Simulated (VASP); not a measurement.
Set up this calculation in VASP 6.6.1, as the native input.

```yaml
Task: single point
Functional: PBE
Potentials_or_basis: VASP PAW PBE potentials, release 64 (Sn_d, Te)
Cutoff: 520 eV
k_mesh: 10 × 10 × 10
Occupations: gaussian, width 0.1 eV
Spin: no spin polarisation
Dipole_correction: no
Further_INCAR_settings: ALGO = Normal; EDIFF = 1e-06; NBANDS = 17
```

The structure of SnTe lies in POSCAR:

```
SnTe
1.0
    3.6282862870     -0.0983203460      0.0000000000
   -0.0983203460      4.0647927000      0.0000000000
    0.0000000000      0.0000000000      3.8946258740
Sn Te
1 1
Direct
    0.0000000000      0.0000000000      0.0256101621
    0.5000000000      0.5000000000      0.4743898379
```

This cell differs from its parent crystal: strained and its atoms moved.

These files were run (other wordings do the same):

INCAR

```
PREC = Accurate
ENCUT = 520
EDIFF = 1E-6
ISMEAR = 0
SIGMA = 0.1
LREAL = F
LASPH = T
NELM = 100
ALGO = Normal
ISIF = 2
LWAVE = F
LCHARG = F
GGA = PE
NBANDS = 17
```

KPOINTS

```
Automatic mesh
0
Gamma
  10 10 10
```

Potentials or basis: VASP PAW PBE potentials, release 64 (Sn_d, Te).

Run with:

```sh
$ cat potpaw_PBE.64/Sn_d/POTCAR potpaw_PBE.64/Te/POTCAR > POTCAR
$ mpirun -np 1 vasp_std > vasp.out
```

Results of the run:

* Pressure: 1.8 GPa
* Largest force: 0.037 eV/Å
* Band gap on the k mesh: zero (bands 10 and 11 overlap by 2.31 eV)

Caveat: the cell differs from its parent crystal (strained and its atoms moved); spin-orbit coupling is left out, which moves the levels of the heavy elements.

Run time: 5 min on 1 thread of Intel Xeon 8259CL, with other jobs on the host, peak memory 0.41 GiB.
